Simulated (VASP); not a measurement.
# YZnC4N4: single point with PBE

The system is YZnC4N4.

```
Y Zn C N
1.0
     6.10086    0.00000    0.00000
     0.00000    6.10086    0.00000
     0.00000    0.00000    6.10086
Y Zn C N
1 1 4 4
Direct
  0.00000 0.00000 0.00000
  0.50000 0.50000 0.50000
  0.19930 0.19930 0.19930
  0.19930 0.80070 0.80070
  0.80070 0.19930 0.80070
  0.80070 0.80070 0.19930
  0.31002 0.31002 0.31002
  0.31002 0.68998 0.68998
  0.68998 0.31002 0.68998
  0.68998 0.68998 0.31002
```

| Property | Result |
| --- | --- |
| Program | VASP 6.6.1 |
| Task | single point |
| Functional | PBE |
| Potentials or basis | VASP PAW PBE potentials, release 64 (Y_sv, Zn, C_h, N_h) |
| Cutoff | 910 eV |
| k mesh | 4 × 4 × 4 |
| Occupations | gaussian, width 0.1 eV |
| Spin | no spin polarisation |

```
Pressure               : 8.2 GPa
Largest force          : 3.516 eV/Å
Band gap on the k mesh : zero (an odd number of electrons rules out a gap without spin polarisation)
```

Forces in eV/Å, atoms in the order of the input:
```
Y    0.000  0.000  0.000
Zn   0.000  0.000  0.000
C    2.030  2.030  2.030
C    2.030 -2.030 -2.030
C   -2.030  2.030 -2.030
C   -2.030 -2.030  2.030
N    0.647  0.647  0.647
N    0.647 -0.647 -0.647
N   -0.647  0.647 -0.647
N   -0.647 -0.647  0.647
```

Levels at points of the mesh, in eV from the Fermi level:
```tsv
k point	band 25	band 26	band 27	band 28	band 29	band 30	band 31	band 32	band 33	band 34
(0.00, 0.00, 0.00)	-5.66	-5.66	-4.87	-4.87	-4.87	0.04	0.04	0.40	0.40	0.40
(0.50, 0.00, 0.00)	-5.60	-5.60	-5.38	-5.08	-5.08	-0.04	0.20	0.63	0.91	0.91
(0.50, 0.50, 0.00)	-5.53	-5.51	-5.47	-5.11	-5.11	-0.09	0.29	0.98	0.98	1.00
(0.50, 0.50, 0.50)	-5.55	-5.55	-5.01	-5.01	-5.01	0.10	0.10	0.77	0.77	0.77
```

It took 3.5 min on 1 thread of Intel(R) Xeon(R) Platinum 8259CL CPU @ 2.50GHz (Skylake/Cascade Lake), on a shared host, peak memory 0.61 GiB.

Caveat: the cutoff is under 1.25 times the usual one of these potentials, so pressure, stress and relaxed cells hold a basis-set (Pulay) error; the cell stands under pressure; forces of over 1 eV/Å act on the atoms, so gaps and moduli don't describe the material at rest.
